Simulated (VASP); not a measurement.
# Al8H in VASP: single point with PBEsol

Aim: the single point of Al8H with PBEsol.

Everything below comes from runs of VASP 6.6.1. Logs are shortened: lines on timing, memory, paths and dates and some standing lists are left out, and cuts for length are marked.

**1. The cell of the first run**

The cell holds a slab with vacuum, 9 atoms: a = 2.836 Å, b = 2.836 Å, c = 35.314 Å, α = 90.00°, β = 90.00°, γ = 120.00°.

**2. Single point, PBEsol**

File INCAR:

```
PREC     = Accurate       # precision mode
ENCUT    = 400            # plane-wave cutoff, eV
EDIFF    = 1E-6           # SCF threshold, eV
ISMEAR   = 0              # smearing method
SIGMA    = 0.1            # smearing width, eV
LREAL    = False          # projectors in reciprocal space
LASPH    = True           # aspherical terms in the spheres
NELM     = 120            # most SCF steps
ALGO     = Normal         # electronic algorithm
ISIF     = 2              # what is computed and relaxed
LWAVE    = False          # write WAVECAR
LCHARG   = False          # write CHGCAR
LDIPOL   = True         
IDIPOL   = 3            
DIPOL    = 0.5 0.5 0.495
GGA      = PS             # functional
NBANDS   = 22             # bands
ISYM     = -1           
GGA_COMPAT= False        
NELMDL   = -8
```

File KPOINTS:

```
explicit points
72
Reciprocal
  0.04166667   0.04166667   0.00000000 2
  0.04166667   0.12500000   0.00000000 2
  0.04166667   0.20833333   0.00000000 2
  0.04166667   0.29166667   0.00000000 2
  0.04166667   0.37500000   0.00000000 2
  0.04166667   0.45833333   0.00000000 2
  0.04166667   0.54166667   0.00000000 2
  0.04166667   0.62500000   0.00000000 2
  0.04166667   0.70833333   0.00000000 2
  0.04166667   0.79166667   0.00000000 2
  0.04166667   0.87500000   0.00000000 2
  0.04166667   0.95833333   0.00000000 2
  0.12500000   0.04166667   0.00000000 2
  0.12500000   0.12500000   0.00000000 2
  0.12500000   0.20833333   0.00000000 2
  0.12500000   0.29166667   0.00000000 2
  0.12500000   0.37500000   0.00000000 2
  0.12500000   0.45833333   0.00000000 2
  0.12500000   0.54166667   0.00000000 2
  0.12500000   0.62500000   0.00000000 2
  0.12500000   0.70833333   0.00000000 2
  0.12500000   0.79166667   0.00000000 2
  0.12500000   0.87500000   0.00000000 2
  0.12500000   0.95833333   0.00000000 2
  0.20833333   0.04166667   0.00000000 2
  0.20833333   0.12500000   0.00000000 2
  0.20833333   0.20833333   0.00000000 2
  0.20833333   0.29166667   0.00000000 2
  0.20833333   0.37500000   0.00000000 2
  0.20833333   0.45833333   0.00000000 2
  0.20833333   0.54166667   0.00000000 2
  0.20833333   0.62500000   0.00000000 2
  0.20833333   0.70833333   0.00000000 2
  0.20833333   0.79166667   0.00000000 2
  0.20833333   0.87500000   0.00000000 2
  0.20833333   0.95833333   0.00000000 2
  0.29166667   0.04166667   0.00000000 2
  0.29166667   0.12500000   0.00000000 2
  0.29166667   0.20833333   0.00000000 2
  0.29166667   0.29166667   0.00000000 2
  0.29166667   0.37500000   0.00000000 2
  0.29166667   0.45833333   0.00000000 2
  0.29166667   0.54166667   0.00000000 2
  0.29166667   0.62500000   0.00000000 2
  0.29166667   0.70833333   0.00000000 2
  0.29166667   0.79166667   0.00000000 2
  0.29166667   0.87500000   0.00000000 2
  0.29166667   0.95833333   0.00000000 2
  0.37500000   0.04166667   0.00000000 2
  0.37500000   0.12500000   0.00000000 2
  0.37500000   0.20833333   0.00000000 2
  0.37500000   0.29166667   0.00000000 2
  0.37500000   0.37500000   0.00000000 2
  0.37500000   0.45833333   0.00000000 2
  0.37500000   0.54166667   0.00000000 2
  0.37500000   0.62500000   0.00000000 2
  0.37500000   0.70833333   0.00000000 2
  0.37500000   0.79166667   0.00000000 2
  0.37500000   0.87500000   0.00000000 2
  0.37500000   0.95833333   0.00000000 2
  0.45833333   0.04166667   0.00000000 2
  0.45833333   0.12500000   0.00000000 2
  0.45833333   0.20833333   0.00000000 2
  0.45833333   0.29166667   0.00000000 2
  0.45833333   0.37500000   0.00000000 2
  0.45833333   0.45833333   0.00000000 2
  0.45833333   0.54166667   0.00000000 2
  0.45833333   0.62500000   0.00000000 2
  0.45833333   0.70833333   0.00000000 2
  0.45833333   0.79166667   0.00000000 2
  0.45833333   0.87500000   0.00000000 2
  0.45833333   0.95833333   0.00000000 2
```

File POSCAR:

```
Al8H
1.0
    2.8362844922      0.0000000000      0.0000000000
   -1.4181422461      2.4562944226      0.0000000000
    0.0000000000      0.0000000000     35.3137615421
Al H
8 1
Direct
    0.3333333333      0.6666666667      0.2406993656
    0.0000000000      0.0000000000      0.3066945262
    0.6666666667      0.3333333333      0.3726896867
    0.0000000000      0.0000000000      0.4386848473
    0.3345586233      0.6654413767      0.5045946440
    0.0016820796     -0.0016820796      0.5712777797
    0.6677928910      0.3322071090      0.6367771481
    0.0068504639     -0.0068504639      0.7125350474
    0.3364253202      0.6635746798      0.6723101610
```

Potentials or basis: VASP PAW PBE potentials, release 64 (Al, H).

On the command line:

```bash
> cat potpaw_PBE.64/Al/POTCAR potpaw_PBE.64/H/POTCAR > POTCAR
> mpirun -np 1 vasp_std > vasp.out
```

OUTCAR:

```text
PREC = Accurate
   ENCUT = 400
   EDIFF = 1E-6
   ISMEAR = 0
   LREAL = False
   LASPH = True
   NELM = 120
   ISIF = 2
   GGA = PS
   ISYM = -1
   NELMDL = -8

 ion  position               nearest neighbor table
   1  0.333  0.667  0.241-   2 2.85   2 2.85   2 2.85
   2  0.000  0.000  0.307-   3 2.85   3 2.85   3 2.85   1 2.85   1 2.85   1 2.85
   3  0.667  0.333  0.373-   2 2.85   2 2.85   2 2.85   4 2.85   4 2.85   4 2.85
   4  0.000  0.000  0.439-   5 2.84   5 2.84   3 2.85   3 2.85   3 2.85   5 2.85
   5  0.335  0.665  0.505-   4 2.84   4 2.84   4 2.85   6 2.87   6 2.87   6 2.87
   6  0.002  0.998  0.571-   7 2.83   7 2.83   7 2.84   5 2.87   5 2.87   5 2.87
   7  0.668  0.332  0.637-   9 2.06   9 2.07   9 2.07   6 2.83   6 2.83   6 2.84   8 3.13   8 3.13
                             8 3.15
   8  0.007  0.993  0.713-   7 3.13   7 3.13   7 3.15
   9  0.336  0.664  0.672-   7 2.06   7 2.07   7 2.07

IMPORTANT INFORMATION: All symmetrisations will be switched off!
NOSYMM: (Re-)initialisation of all symmetry stuff for point group C_1.

----------------------------------------------------------------------------------------

                                     Primitive cell

  volume of cell :     246.0221

  direct lattice vectors                    reciprocal lattice vectors
     2.836284492  0.000000000  0.000000000     0.352573941  0.203558659  0.000000000
    -1.418142246  2.456294423  0.000000000     0.000000000  0.407117319  0.000000000
     0.000000000  0.000000000 35.313761542     0.000000000  0.000000000  0.028317572

  length of vectors
     2.836284492  2.836284492 35.313761542     0.407117319  0.407117319  0.028317572

  position of ions in fractional coordinates (direct lattice)
     0.333333333  0.666666667  0.240699366
     0.000000000  0.000000000  0.306694526
     0.666666667  0.333333333  0.372689687
     0.000000000  0.000000000  0.438684847
     0.334558623  0.665441377  0.504594644
     0.001682080  0.998317920  0.571277780
     0.667792891  0.332207109  0.636777148
     0.006850464  0.993149536  0.712535047
     0.336425320  0.663574680  0.672310161

  ion indices of the primitive-cell ions
   primitive index   ion index
                 1           1
                 2           2
                 3           3
                 4           4
                 5           5
                 6           6
                 7           7
                 8           8
                 9           9

----------------------------------------------------------------------------------------

 KPOINTS: explicit points

Read explicit list of k-points.

 Found     72 k-points:

 Following reciprocal coordinates:
            Coordinates               Weight
  0.041667  0.041667  0.000000      0.013889
  0.041667  0.125000  0.000000      0.013889
  0.041667  0.208333  0.000000      0.013889
  0.041667  0.291667  0.000000      0.013889
  0.041667  0.375000  0.000000      0.013889
  0.041667  0.458333  0.000000      0.013889
[... 16 lines left out ...]
  0.125000  0.875000  0.000000      0.013889
  0.125000  0.958333  0.000000      0.013889
 [... further k-points ...]
   k-points           NKPTS =     72   k-points in BZ     NKDIM =     72   number of bands    NBANDS=     22
   number of dos      NEDOS =    301   number of ions     NIONS =      9
   total plane-waves  NPLWV =  96000
   dimension x,y,z NGX =    20 NGY =   20 NGZ =  240
   dimension x,y,z NGXF=    40 NGYF=   40 NGZF=  480
   ions per type =               8   1
   NGX,Y,Z   is equivalent  to a cutoff of  11.72, 11.72, 11.30 a.u.
   NGXF,Y,Z  is equivalent  to a cutoff of  23.45, 23.45, 22.60 a.u.
 SYSTEM =  unknown system
   PREC   = accura    normal or accurate (medium, high low for compatibility)
   ISTART =      0    job   : 0-new  1-cont  2-samecut
   ICHARG =      2    charge: 1-file 2-atom 10-const
   ISPIN  =      1    spin polarized calculation?
   LNONCOLLINEAR =      F non collinear calculations
   LSORBIT =      F    spin-orbit coupling
   LASPH  =      T    aspherical Exc in radial PAW
   ENCUT  =  400.0 eV  29.40 Ry    5.42 a.u.   4.63  4.63 57.59*2*pi/ulx,y,z
   NELM   =    120;   NELMIN=  2; NELMDL= -8     # of ELM steps
   EDIFF  = 0.1E-05   stopping-criterion for ELM
   LREAL  =      F    real-space projection
   EDIFFG = 0.1E-04   stopping-criterion for IOM
   NSW    =      0    number of steps for IOM
   IBRION =     -1    ionic relax: 0-MD 1-quasi-New 2-CG
   NFREE  =      0    steps in history (QN), initial steepest desc. (CG)
   ISIF   =      2    stress and relaxation
   ISYM   =     -1    0-nonsym 1-usesym 2-fastsym
   POTIM  = 0.5000    time-step for ionic-motion
   TEBEG  =    0.0;   TEEND  =   0.0 temperature during run
   PSTRESS=    0.0 pullay stress
   NELECT =      25.0000    total number of electrons
   NUPDOWN=      -1.0000    fix difference up-down
   EMIN   =  10.00;   EMAX   =-10.00  energy-range for DOS
   EFERMI =   0.00;   METHOD = LEGACY
   ISMEAR =     0;   SIGMA  =   0.10  broadening in eV -4-tet -1-fermi 0-gaus
   EFERMI_NEDOS =   21; number of points for ismear=-14 and -15
   IALGO  =     38    algorithm
   IMIX   =      4    mixing-type and parameters
     AMIX     =   0.40;   BMIX     =  1.00
     AMIX_MAG =   1.60;   BMIX_MAG =  1.00
  volume/ion in A,a.u.               =      27.34       184.47
  Fermi-wavevector in a.u.,A,eV,Ry     =   0.763947  1.443651  7.940572  0.583616
  Thomas-Fermi vector in A             =   1.863741
   LORBIT       =      0    0 simple, 1 ext, 2 COOP (PROOUT), +10 PAW based schemes
   GGA     = PS    functional components
   LHFCALC =     F    Hartree Fock is set to
   AEXX    =    0.0000 exact exchange contribution
   IVDW    =     0    specifies the selected vdW correction
   LEPSILON=     F    determine dielectric tensor
   LRPA    =     F    only Hartree local field effects (RPA)
 non-spin polarized calculation
 Gauss-broadening in eV      SIGMA  =   0.10
  energy-cutoff  :      400.00
  volume of cell :      246.02
 maximum number of plane-waves:      4518
 NGX is ok and might be reduce to    20
   NGX =  9   NGY =  9   NGZ =115

 dipolmoment           0.000000      0.000000      0.014430 electrons x Angstroem

 number of electron      25.0000000 magnetization

 dipolmoment           0.000000      0.000000     -0.008200 electrons x Angstroem

 Free energy of the ion-electron system (eV)
  ---------------------------------------------------
  ext. energy  EPLUGINS =         0.00000000
  ---------------------------------------------------
  free energy    TOTEN  =       -34.55392790 eV

  energy without entropy =      -34.53888637  energy(sigma->0) =      -34.54640714

 E-fermi :   2.5399     XC(G=0):  -6.0856

 val. band max:        2.5177377269   @ k =   0.4583   0.1250   0.0000
 cond. band min:       2.5444763169   @ k =   0.4583   0.4583   0.0000
 fundamental gap:      0.0267385901
 Fermi energy:         2.5399489054

 k-point     1 :       0.0417    0.0417    0.0000
  band No.  band energies     occupation
      1      -9.2097      2.00000
      2      -8.4049      2.00000
      3      -7.9418      2.00000
      4      -7.2736      2.00000
      5      -6.4027      2.00000
      6      -5.3627      2.00000
[... 14 lines left out ...]
     21      10.4300      0.00000
     22      10.5863      0.00000

 k-point     2 :       0.0417    0.1250    0.0000
  band No.  band energies     occupation
      1      -8.8014      2.00000
      2      -7.9811      2.00000
      3      -7.5200      2.00000
      4      -6.8540      2.00000
      5      -5.9847      2.00000
      6      -4.9459      2.00000
[... 14 lines left out ...]
     21       9.0575      0.00000
     22       9.1507      0.00000

 k-point     3 :       0.0417    0.2083    0.0000
  band No.  band energies     occupation
      1      -8.0744      2.00000
      2      -7.2216      2.00000
      3      -6.7643      2.00000
      4      -6.1023      2.00000
      5      -5.2364      2.00000
      6      -4.1997      2.00000
[... 14 lines left out ...]
     21       8.1329      0.00000
     22       8.3861      0.00000
[... 476 lines left out ...]
 k-point    23 :       0.1250    0.8750    0.0000
  band No.  band energies     occupation
      1      -8.9642      2.00000
      2      -8.1504      2.00000
      3      -7.6885      2.00000
      4      -7.0216      2.00000
      5      -6.1517      2.00000
      6      -5.1125      2.00000
[... 14 lines left out ...]
     21       9.3961      0.00000
     22       9.6847      0.00000

 k-point    24 :       0.1250    0.9583    0.0000
  band No.  band energies     occupation
      1      -9.0460      2.00000
      2      -8.2352      2.00000
      3      -7.7729      2.00000
      4      -7.1056      2.00000
      5      -6.2353      2.00000
      6      -5.1958      2.00000
[... 14 lines left out ...]
     21      10.1125      0.00000
     22      10.2408      0.00000

 [... further k-points ...]

------------------------ aborting loop because EDIFF is reached ----------------------------------------

 vacuum level on the upper side and lower side of the slab       (xc-potential included)        -0.244         0.007

  FORCE on cell =-STRESS in cart. coord.  units (eV):
  Direction    XX          YY          ZZ          XY          YZ          ZX
  --------------------------------------------------------------------------------------
  -------------------------------------------------------------------------------------
  Total       -1.4826490     -1.1783296     -0.0046921      0.2635484     -0.0116408      0.0201625
  in kB       -9.6554992     -7.6736707     -0.0305566      1.7163142     -0.0758085      0.1313046
  external PRESSURE =      -5.7865755 kB  Pullay stress =       0.0000000 kB

 VOLUME and BASIS-vectors are now :
 -----------------------------------------------------------------------------
  energy-cutoff  :      400.00
  volume of cell :      246.02
      direct lattice vectors                 reciprocal lattice vectors
     2.836284492  0.000000000  0.000000000     0.352573941  0.203558659  0.000000000
    -1.418142246  2.456294423  0.000000000     0.000000000  0.407117319  0.000000000
     0.000000000  0.000000000 35.313761542     0.000000000  0.000000000  0.028317572

 POSITION                                       TOTAL-FORCE (eV/Angst)
 -----------------------------------------------------------------------------------
     -0.00000      1.63753      8.50000        -0.001420      0.000820     -0.023244
      0.00000      0.00000     10.83054         0.000460     -0.000266      0.001559
      1.41814      0.81876     13.16107        -0.005833      0.003368     -0.020218
      0.00000      0.00000     15.49161         0.006239     -0.003602      0.049343
      0.00521      1.63452     17.81913         0.000572     -0.000330      0.010821
     -1.41099      2.45216     20.17397        -0.001647      0.000951     -0.003724
      1.42293      0.81600     22.48700         0.002742     -0.001583      0.003457
     -1.38900      2.43947     25.16229        -0.003258      0.001881     -0.016627
      0.01315      1.62993     23.74180         0.002145     -0.001239     -0.001367
 -----------------------------------------------------------------------------------
    total drift:                                0.000008     -0.000005      0.000062

  FREE ENERGIE OF THE ION-ELECTRON SYSTEM (eV)
  ---------------------------------------------------
  free  energy   TOTEN  =       -34.5539278990 eV

  energy  without entropy=      -34.5388863735  energy(sigma->0) =      -34.54640714

 vacuum level on the upper side and lower side of the slab         6.325         6.577
```

It took 8.7 min on 1 thread of Intel Xeon Platinum 8259CL at 2.50GHz (Skylake/Cascade Lake), shared host; peak memory 0.4 GiB.

What came out:

| Property | Result |
| --- | --- |
| Free energy | -34.5539 eV |
| Largest force | 0.050 eV/Å |
| Band gap on the k mesh | zero (an odd number of electrons rules out a gap without spin polarisation) |

Forces in eV/Å, atoms in the order of the input:
```
Al  -0.001  0.001 -0.023
Al   0.000  0.000  0.002
Al  -0.006  0.003 -0.020
Al   0.006 -0.004  0.049
Al   0.001  0.000  0.011
Al  -0.002  0.001 -0.004
Al   0.003 -0.002  0.003
Al  -0.003  0.002 -0.017
H    0.002 -0.001 -0.001
```

Caveat: the PAW data sets were made with another functional, which shifts forces and pressure a little.

The gap in the log of VASP goes by the Fermi energy; the results here count the filled bands.